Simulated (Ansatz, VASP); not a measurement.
**One calculation of Hf4N, two programs**

Contents of INCAR:

```
SYSTEM = Hf4N
  PREC = Accurate
  ENCUT = 600
  EDIFF = 1E-7
  ISMEAR = 0
  SIGMA = 0.1
  LREAL = .False.
  LASPH = .True.
  NELM = 60
  ALGO = Normal
  ISIF = 3
  LWAVE = .False.
  LCHARG = .False.
  GGA = PE
  IBRION = 2
  NSW = 90
  EDIFFG = -0.04
```

KPOINTS

```
Automatic mesh
0
Gamma
  4 4 4
  0 0 0
```

Contents of POSCAR:

```
Hf4N
1.0
    0.0000000000      4.0485120700      4.9124127500
    2.7344746200      0.0000000000      4.9124127500
    2.7344746200      4.0485120700      0.0000000000
Hf N
4 1
Direct
    0.0000000000      0.5000000000      0.0000000000
    0.5000000000      0.0000000000      0.5000000000
    0.2235820800      0.7764179200      0.2235820800
    0.7764179200      0.2235820800      0.7764179200
    0.0000000000      0.0000000000      0.0000000000
```

Input for Ansatz:

```yaml
crystal:
  lattice:
    - [0.0, 4.04851207, 4.91241275]
    - [2.73447462, 0.0, 4.91241275]
    - [2.73447462, 4.04851207, 0.0]
  atoms:
    - { symbol: Hf, position: [0.0, 0.5, 0.0] }
    - { symbol: Hf, position: [0.5, 0.0, 0.5] }
    - { symbol: Hf, position: [0.22358208, 0.77641792, 0.22358208] }
    - { symbol: Hf, position: [0.77641792, 0.22358208, 0.77641792] }
    - { symbol: "N", position: [0.0, 0.0, 0.0] }
basis:
  ecutwfc: 420
kpoints:
  mp_grid: { grid: [4, 4, 4] }
hamiltonian:
  xc: pbe
scf:
  occupations: { method: gaussian, width: 0.1 }
  lower_state_search: "off"
output:
  forces: true
  stress: true
  eigenvalues: true
relax:
  adjacent_minimum: "off"
  f_tol: 0.04
  max_steps: 70
  cell: { stress_tol: 0.4 }
```

Alike in both runs: task relaxation of cell and atoms; functional PBE; k mesh 4 × 4 × 4; occupations gaussian, width 0.1 eV; no spin polarisation.

```csv
,VASP,Ansatz
version,VASP 6.6.1,Ansatz 0.2.0
potentials or method,"VASP PAW PBE potentials, release 64 (Hf_pv, N), cutoff 600 eV","scalar-relativistic, plane waves, PAW"
valence electrons in the cell,45,109
```

VASP gave:

```
gap on the k mesh at the Fermi level, each at its own relaxed structure (eV) : none
relaxed volume (Å³/atom)                                                     : 18.48
relaxed cell length with the largest relative difference (Å)                 : 5.574
```

Q: Estimate Ansatz's values.

A: gap on the k mesh at the Fermi level, each at its own relaxed structure (eV): none; relaxed volume (Å³/atom): 18.57; relaxed cell length with the largest relative difference (Å): 5.588.

A gap of «none» marks a metal or a gap that the smearing closes. VASP's potentials hold 45 valence electrons a cell and Ansatz's 109, so a difference there can come from the potentials and not from the codes.

The k mesh is coarse, so the values compare programs but aren't converged. Spin-orbit coupling is off throughout. Noted on VASP's run: the volume moved by over 15 % at a fixed basis, so the end points are rough.
